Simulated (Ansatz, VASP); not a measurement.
## Two plane-wave programs on Hf

The input INCAR:

```
PREC     = Accurate       # precision mode
ENCUT    = 520            # plane-wave cutoff, eV
EDIFF    = 1E-6           # SCF threshold, eV
ISMEAR   = 0              # smearing method
SIGMA    = 0.15           # smearing width, eV
LREAL    = F              # projectors in reciprocal space
LASPH    = T              # aspherical terms in the spheres
NELM     = 60             # most SCF steps
ALGO     = Fast           # electronic algorithm
ISIF     = 2              # what is computed and relaxed
LWAVE    = F              # write WAVECAR
LCHARG   = F              # write CHGCAR
GGA      = PE             # functional
NBANDS   = 11             # bands
```

KPOINTS

```
regular mesh
0
Gamma
  18 18 18
```

File POSCAR:

```
Hf
1.0
    0.0000000000      2.2200000000      2.1201000000
    2.2200000000      0.0000000000      2.1201000000
    2.2200000000      2.2200000000      0.0000000000
Hf
1
Direct
    0.0000000000      0.0000000000      0.0000000000
```

Input for Ansatz:

```yaml
crystal:
  lattice:
    - [0.0, 2.22, 2.1201]
    - [2.22, 0.0, 2.1201]
    - [2.22, 2.22, 0.0]
  atoms:
    - { symbol: Hf, position: [0.0, 0.0, 0.0] }
basis:
  ecutwfc: 420
kpoints:
  mp_grid: { grid: [18, 18, 18] }
hamiltonian:
  xc: pbe
scf:
  occupations: { method: gaussian, width: 0.15 }
output:
  forces: true
  stress: true
  eigenvalues: true
```

Change from the starting cell: strain -0.0450 x Voigt [0, 0, 1, 0, 0, 0], atoms carried along.

Alike in both runs: task single point; functional PBE; k mesh 18 × 18 × 18; occupations gaussian, width 0.15 eV; no spin polarisation.

```csv
,VASP,Ansatz
version,VASP 6.6.1,Ansatz 0.2.0
potentials or method,"VASP PAW PBE potentials, release 64 (Hf_pv), cutoff 520 eV","scalar-relativistic, plane waves, PAW"
valence electrons in the cell,10,26
```

Ansatz gave:

```
gap on the k mesh at the Fermi level (eV)                     : none
pressure (GPa)                                                : 8.8
traceless stress, the component that is largest in VASP (GPa) : 1.64
```

Q: Which values does VASP return?

A: gap on the k mesh at the Fermi level (eV): none; pressure (GPa): 8.3; traceless stress, the component that is largest in VASP (GPa): 1.67.

A gap of «none» marks a metal or a gap that the smearing closes. With one functional, cell and mesh, what is left measures potentials, basis and numerics. VASP's potentials hold 10 valence electrons a cell and Ansatz's 26, so a difference there can come from the potentials and not from the codes.

Neither program's run includes spin-orbit coupling.
